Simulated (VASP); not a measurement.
# F (P6_3/mmc) in VASP: notebook

The runs below take F through single point, with PBE.

Everything below comes from runs of VASP 6.6.1. Logs are shortened: lines on timing, memory, paths and dates and some standing lists are left out, and cuts for length are marked.

### Step 1. The cell of the first run

The structure is hexagonal, space group P6_3/mmc (No. 194). Conventional cell: a = 2.356 Å, b = 2.356 Å, c = 2.870 Å, α = 90.00°, β = 90.00°, γ = 120.00°. Within 2.6 Å of F (site symmetry -6m2) lie 12 F at 1.98 to 2.36 Å.

### Step 2. Single point, PBE

INCAR reads:

```
SYSTEM = F
  PREC = Accurate
  ENCUT = 520
  EDIFF = 1E-7
  ISMEAR = -1
  SIGMA = 0.05
  LREAL = .FALSE.
  LASPH = .TRUE.
  NELM = 80
  ALGO = Normal
  ISIF = 2
  LWAVE = .FALSE.
  LCHARG = .TRUE.
  GGA = PE
  LELF = .TRUE.
  LVHAR = .TRUE.
  NBANDS = 14
```

KPOINTS reads:

```
Automatic mesh
0
G
  18 18 10
  0 0 0
```

POSCAR reads:

```
F
1.0
    2.3557002896      0.0000000000      0.0000000000
   -1.1778501448      2.0400962944      0.0000000000
    0.0000000000      0.0000000000      2.8701756379
F
2
Direct
    0.3333333333      0.6666666667      0.2500000000
    0.6666666667      0.3333333333      0.7500000000
```

Potentials or basis: VASP PAW PBE potentials, release 64 (F).

Launch:

```sh
$ cat potpaw_PBE.64/F/POTCAR > POTCAR
$ mpirun -np 1 vasp_std > vasp.out
```

OUTCAR:

```text
SYSTEM = F
   PREC = Accurate
   ENCUT = 520
   EDIFF = 1E-7
   ISMEAR = -1
   LREAL = .FALSE.
   LASPH = .TRUE.
   NELM = 80
   ISIF = 2
   GGA = PE

 ion  position               nearest neighbor table
   1  0.333  0.667  0.250-
   2  0.667  0.333  0.750-

  LATTYP: Found a hexagonal cell.
 ALAT       =     2.3557002896
 C/A-ratio  =     1.2183959269

  Lattice vectors:

 A1 = (   2.3557002896,   0.0000000000,   0.0000000000)
 A2 = (  -1.1778501448,   2.0400962944,   0.0000000000)
 A3 = (   0.0000000000,   0.0000000000,   2.8701756379)

Analysis of symmetry for initial positions (statically):
=====================================================================
 Subroutine PRICEL returns:
 Original cell was already a primitive cell.

 Routine SETGRP: Setting up the symmetry group for a
 hexagonal supercell.

 Subroutine GETGRP returns: Found 24 space group operations
 (whereof 12 operations were pure point group operations)
 out of a pool of 24 trial point group operations.

The static configuration has the point symmetry D_3d.
 The point group associated with its full space group is D_6h.

Analysis of symmetry for dynamics (positions and initial velocities):
=====================================================================
 Subroutine PRICEL returns:
 Original cell was already a primitive cell.

 Routine SETGRP: Setting up the symmetry group for a
 hexagonal supercell.

 Subroutine GETGRP returns: Found 24 space group operations
 (whereof 12 operations were pure point group operations)
 out of a pool of 24 trial point group operations.

The dynamic configuration has the point symmetry D_3d.
 The point group associated with its full space group is D_6h.

 Subroutine INISYM returns: Found 24 space group operations
 (whereof 12 operations are pure point group operations),
 and found     1 'primitive' translations

----------------------------------------------------------------------------------------

                                     Primitive cell

  volume of cell :      13.7936

  direct lattice vectors                    reciprocal lattice vectors
     2.355700290  0.000000000  0.000000000     0.424502219  0.245086470  0.000000000
    -1.177850145  2.040096294  0.000000000     0.000000000  0.490172941  0.000000000
     0.000000000  0.000000000  2.870175638     0.000000000  0.000000000  0.348410734

  length of vectors
     2.355700290  2.355700290  2.870175638     0.490172941  0.490172941  0.348410734

  position of ions in fractional coordinates (direct lattice)
     0.333333333  0.666666667  0.250000000
     0.666666667  0.333333333  0.750000000

  ion indices of the primitive-cell ions
   primitive index   ion index
                 1           1
                 2           2

----------------------------------------------------------------------------------------

 KPOINTS: Automatic mesh

Automatic generation of k-mesh.
 Grid dimensions read from file:
 generate k-points for:   18   18   10

 Generating k-lattice:

  Cartesian coordinates                     Fractional coordinates (reciprocal lattice)
     0.023583457  0.013615915  0.000000000     0.055555556  0.000000000  0.000000000
     0.000000000  0.027231830  0.000000000     0.000000000  0.055555556  0.000000000
     0.000000000  0.000000000  0.034841073     0.000000000  0.000000000  0.100000000

  Length of vectors
     0.027231830  0.027231830  0.034841073

  Shift w.r.t. Gamma in fractional coordinates (k-lattice)
     0.000000000  0.000000000  0.000000000

 Subroutine IBZKPT returns following result:
 ===========================================

 Found    222 irreducible k-points:

 Following reciprocal coordinates:
            Coordinates               Weight
  0.000000  0.000000  0.000000      1.000000
  0.055556  0.000000  0.000000      6.000000
  0.111111  0.000000  0.000000      6.000000
  0.166667  0.000000  0.000000      6.000000
  0.222222 -0.000000  0.000000      6.000000
  0.277778  0.000000  0.000000      6.000000
[... 16 lines left out ...]
  0.333333  0.111111  0.000000     12.000000
  0.388889  0.111111  0.000000     12.000000
 [... further k-points ...]
   k-points           NKPTS =    222   k-points in BZ     NKDIM =    222   number of bands    NBANDS=     14
   number of dos      NEDOS =    301   number of ions     NIONS =      2
   total plane-waves  NPLWV =   7776
   dimension x,y,z NGX =    18 NGY =   18 NGZ =   24
   dimension x,y,z NGXF=    36 NGYF=   36 NGZF=   48
   ions per type =               2
   NGX,Y,Z   is equivalent  to a cutoff of  12.70, 12.70, 13.90 a.u.
   NGXF,Y,Z  is equivalent  to a cutoff of  25.41, 25.41, 27.80 a.u.
 SYSTEM =  F
   PREC   = accura    normal or accurate (medium, high low for compatibility)
   ISTART =      0    job   : 0-new  1-cont  2-samecut
   ICHARG =      2    charge: 1-file 2-atom 10-const
   ISPIN  =      1    spin polarized calculation?
   LNONCOLLINEAR =      F non collinear calculations
   LSORBIT =      F    spin-orbit coupling
   LASPH  =      T    aspherical Exc in radial PAW
   ENCUT  =  520.0 eV  38.22 Ry    6.18 a.u.   4.38  4.38  5.34*2*pi/ulx,y,z
   NELM   =     80;   NELMIN=  2; NELMDL= -5     # of ELM steps
   EDIFF  = 0.1E-06   stopping-criterion for ELM
   LREAL  =      F    real-space projection
   EDIFFG = 0.1E-05   stopping-criterion for IOM
   NSW    =      0    number of steps for IOM
   IBRION =     -1    ionic relax: 0-MD 1-quasi-New 2-CG
   NFREE  =      0    steps in history (QN), initial steepest desc. (CG)
   ISIF   =      2    stress and relaxation
   ISYM   =      2    0-nonsym 1-usesym 2-fastsym
   POTIM  = 0.5000    time-step for ionic-motion
   TEBEG  =    0.0;   TEEND  =   0.0 temperature during run
   PSTRESS=    0.0 pullay stress
   NELECT =      14.0000    total number of electrons
   NUPDOWN=      -1.0000    fix difference up-down
   EMIN   =  10.00;   EMAX   =-10.00  energy-range for DOS
   EFERMI =   0.00;   METHOD = LEGACY
   ISMEAR =    -1;   SIGMA  =   0.05  broadening in eV -4-tet -1-fermi 0-gaus
   EFERMI_NEDOS =   21; number of points for ismear=-14 and -15
   IALGO  =     38    algorithm
   IMIX   =      4    mixing-type and parameters
     AMIX     =   0.40;   BMIX     =  1.00
     AMIX_MAG =   1.60;   BMIX_MAG =  1.00
  volume/ion in A,a.u.               =       6.90        46.54
  Fermi-wavevector in a.u.,A,eV,Ry     =   1.645222  3.109018 36.827634  2.706755
  Thomas-Fermi vector in A             =   2.735055
   LORBIT       =      0    0 simple, 1 ext, 2 COOP (PROOUT), +10 PAW based schemes
   GGA     = PE    functional components
   LHFCALC =     F    Hartree Fock is set to
   AEXX    =    0.0000 exact exchange contribution
   IVDW    =     0    specifies the selected vdW correction
   LEPSILON=     F    determine dielectric tensor
   LRPA    =     F    only Hartree local field effects (RPA)
 non-spin polarized calculation
  energy-cutoff  :      520.00
  volume of cell :       13.79
 maximum number of plane-waves:       394
 NGX is ok and might be reduce to    18
   NGX =  9   NGY =  9   NGZ = 11

 number of electron      13.9999987 magnetization

 Free energy of the ion-electron system (eV)
  ---------------------------------------------------
  ext. energy  EPLUGINS =         0.00000000
  ---------------------------------------------------
  free energy    TOTEN  =        -0.98949630 eV

  energy without entropy =       -0.96803746  energy(sigma->0) =       -0.97876688

 E-fermi :   1.2439     XC(G=0): -12.4821

 val. band max:        1.2362641356   @ k =   0.0000   0.0000   0.1000
 cond. band min:       1.2471358016   @ k =   0.2778   0.0556   0.5000
 fundamental gap:      0.0108716660
 Fermi energy:         1.2439308032

 k-point     1 :       0.0000    0.0000    0.0000
  band No.  band energies     occupation
      1     -24.3025      2.00000
      2     -18.2224      2.00000
      3      -5.4428      2.00000
      4      -0.7463      2.00000
      5      -0.7463      2.00000
      6       1.2842      0.61736
      7       1.2842      0.61736
      8       2.4999      0.00000
      9      18.1168      0.00000
     10      21.9504      0.00000
     11      32.7314      0.00000
     12      33.8353      0.00000
     13      33.8353      0.00000
     14      38.3760      0.00000

 k-point     2 :       0.0556    0.0000    0.0000
  band No.  band energies     occupation
      1     -24.2451      2.00000
      2     -18.2300      2.00000
      3      -5.3872      2.00000
      4      -0.8716      2.00000
      5      -0.8113      2.00000
      6       1.1782      1.57637
      7       1.3082      0.43354
      8       2.4489      0.00000
      9      18.2701      0.00000
     10      22.1046      0.00000
     11      32.5963      0.00000
     12      32.8055      0.00000
     13      34.0012      0.00000
     14      39.6567      0.00000

 k-point     3 :       0.1111    0.0000    0.0000
  band No.  band energies     occupation
      1     -24.0746      2.00000
      2     -18.2566      2.00000
      3      -5.2224      2.00000
      4      -1.2309      2.00000
      5      -0.9871      2.00000
      6       0.8872      1.99841
      7       1.3663      0.15939
      8       2.2974      0.00000
      9      18.6992      0.00000
     10      22.5385      0.00000
     11      31.0447      0.00000
     12      32.1827      0.00000
     13      34.4887      0.00000
     14      38.8680      0.00000
[... 324 lines left out ...]
 k-point    23 :       0.3333    0.1111    0.0000
  band No.  band energies     occupation
      1     -21.8453      2.00000
      2     -19.1321      2.00000
      3      -4.2188      2.00000
      4      -3.0447      2.00000
      5      -2.3961      2.00000
      6      -1.0246      2.00000
      7       0.2635      2.00000
      8       1.3182      0.36911
      9      21.2883      0.00000
     10      25.8060      0.00000
     11      26.6384      0.00000
     12      27.7612      0.00000
     13      35.2833      0.00000
     14      37.4035      0.00000

 k-point    24 :       0.3889    0.1111    0.0000
  band No.  band energies     occupation
      1     -21.4236      2.00000
      2     -19.4153      2.00000
      3      -4.5386      2.00000
      4      -2.6281      2.00000
      5      -2.3693      2.00000
      6      -1.3127      2.00000
      7      -0.1361      2.00000
      8       1.3079      0.43537
      9      21.2624      0.00000
     10      26.1466      0.00000
     11      26.6504      0.00000
     12      27.3270      0.00000
     13      35.4503      0.00000
     14      37.1541      0.00000

 [... further k-points ...]

------------------------ aborting loop because EDIFF is reached ----------------------------------------

  FORCE on cell =-STRESS in cart. coord.  units (eV):
  Direction    XX          YY          ZZ          XY          YZ          ZX
  --------------------------------------------------------------------------------------
  -------------------------------------------------------------------------------------
  Total        5.2583813      5.2583813      5.2698492      0.0000000     -0.0000000      0.0000000
  in kB      610.7781290    610.7781290    612.1101685      0.0000000     -0.0000000      0.0000000
  external PRESSURE =     611.2221422 kB  Pullay stress =       0.0000000 kB

 VOLUME and BASIS-vectors are now :
 -----------------------------------------------------------------------------
  energy-cutoff  :      520.00
  volume of cell :       13.79
      direct lattice vectors                 reciprocal lattice vectors
     2.355700290  0.000000000  0.000000000     0.424502219  0.245086470  0.000000000
    -1.177850145  2.040096294  0.000000000     0.000000000  0.490172941  0.000000000
     0.000000000  0.000000000  2.870175638     0.000000000  0.000000000  0.348410734

 POSITION                                       TOTAL-FORCE (eV/Angst)
 -----------------------------------------------------------------------------------
     -0.00000      1.36006      0.71754        -0.000000      0.000000      0.000000
      1.17785      0.68003      2.15263         0.000000     -0.000000      0.000000
 -----------------------------------------------------------------------------------
    total drift:                               -0.000000      0.000000     -0.000000

  FREE ENERGIE OF THE ION-ELECTRON SYSTEM (eV)
  ---------------------------------------------------
  free  energy   TOTEN  =        -0.9894962982 eV

  energy  without entropy=       -0.9680374622  energy(sigma->0) =       -0.97876688
```

Wall time 15 s (1 thread of Intel Xeon 6975P-C (Granite Rapids), shared host); peak memory 0.14 GiB.

What came out:

| Property | Result |
| --- | --- |
| Free energy | -0.9895 eV |
| Pressure | 61.1 GPa |
| Band gap on the k mesh | zero (bands 7 and 8 overlap by 1.84 eV) |

Stress tensor (GPa, compression positive):
```
61.08  0.00  0.00
 0.00 61.08  0.00
 0.00  0.00 61.21
```

Caveat: the cell stands under pressure.

### Step 3. Single point, PBE (6.90 Å³/atom)

INCAR reads:

```
PREC = Accurate ; ENCUT = 520
EDIFF = 1E-6 ; ISMEAR = -1
SIGMA = 0.05 ; LREAL = False
LASPH = True ; NELM = 80
ALGO = Normal ; ISIF = 2
LWAVE = False ; LCHARG = True
GGA = PE ; LELF = True
LVHAR = True ; NBANDS = 14
```

KPOINTS reads:

```
regular mesh
0
Gamma
  18 18 10
```

POSCAR is that of step 2.

Potentials or basis: VASP PAW PBE potentials, release 64 (F).

Launch:

```sh
$ cat potpaw_PBE.64/F/POTCAR > POTCAR
$ mpirun -np 1 vasp_std > vasp.out
```

OUTCAR:

```text
PREC = Accurate
   ENCUT = 520
   EDIFF = 1E-6
   ISMEAR = -1
   LREAL = False
   LASPH = True
   NELM = 80
   ISIF = 2
   GGA = PE

 ion  position               nearest neighbor table
   1  0.333  0.667  0.250-
   2  0.667  0.333  0.750-

  LATTYP: Found a hexagonal cell.
 ALAT       =     2.3557002896
 C/A-ratio  =     1.2183959269

  Lattice vectors:

 A1 = (   2.3557002896,   0.0000000000,   0.0000000000)
[... 592 lines left out ...]
     14      37.1542      0.00000

 [... further k-points ...]

------------------------ aborting loop because EDIFF is reached ----------------------------------------

  FORCE on cell =-STRESS in cart. coord.  units (eV):
  Direction    XX          YY          ZZ          XY          YZ          ZX
  --------------------------------------------------------------------------------------
  -------------------------------------------------------------------------------------
  Total        5.2583848      5.2583848      5.2698755      0.0000000      0.0000000      0.0000000
  in kB      610.7785400    610.7785399    612.1132228      0.0000000      0.0000000      0.0000000
  external PRESSURE =     611.2234342 kB  Pullay stress =       0.0000000 kB

 VOLUME and BASIS-vectors are now :
 -----------------------------------------------------------------------------
  energy-cutoff  :      520.00
  volume of cell :       13.79
      direct lattice vectors                 reciprocal lattice vectors
     2.355700290  0.000000000  0.000000000     0.424502219  0.245086470  0.000000000
    -1.177850145  2.040096294  0.000000000     0.000000000  0.490172941  0.000000000
     0.000000000  0.000000000  2.870175638     0.000000000  0.000000000  0.348410734

 POSITION                                       TOTAL-FORCE (eV/Angst)
 -----------------------------------------------------------------------------------
     -0.00000      1.36006      0.71754         0.000000      0.000000      0.000000
      1.17785      0.68003      2.15263        -0.000000     -0.000000      0.000000
 -----------------------------------------------------------------------------------
    total drift:                               -0.000000      0.000000     -0.000000

  FREE ENERGIE OF THE ION-ELECTRON SYSTEM (eV)
  ---------------------------------------------------
  free  energy   TOTEN  =        -0.9894961548 eV

  energy  without entropy=       -0.9680373149  energy(sigma->0) =       -0.97876673
```

Run time: 13 s. Hardware: 1 thread of Intel Xeon 6975P-C (Granite Rapids), shared host; peak memory 0.14 GiB.

What came out:

* Free energy: -0.9895 eV
* Pressure: 61.1 GPa
* Band gap on the k mesh: zero (bands 7 and 8 overlap by 1.84 eV)

Levels at points of the mesh, in eV from the Fermi level:
```tsv
k point	band 5	band 6	band 7	band 8	band 9	band 10
(0.00, 0.00, 0.00)	-1.99	0.04	0.04	1.26	16.87	20.71
(0.50, 0.00, 0.00)	-3.56	-2.69	-1.43	0.30	19.58	24.86
(0.00, 0.00, 0.50)	-0.96	-0.96	-0.96	-0.96	20.35	20.35
(0.50, 0.00, 0.50)	-1.78	-1.78	0.04	0.04	21.45	21.45
```

Caveat: the cell stands under pressure.

(Part 1 of 2 ends here.)
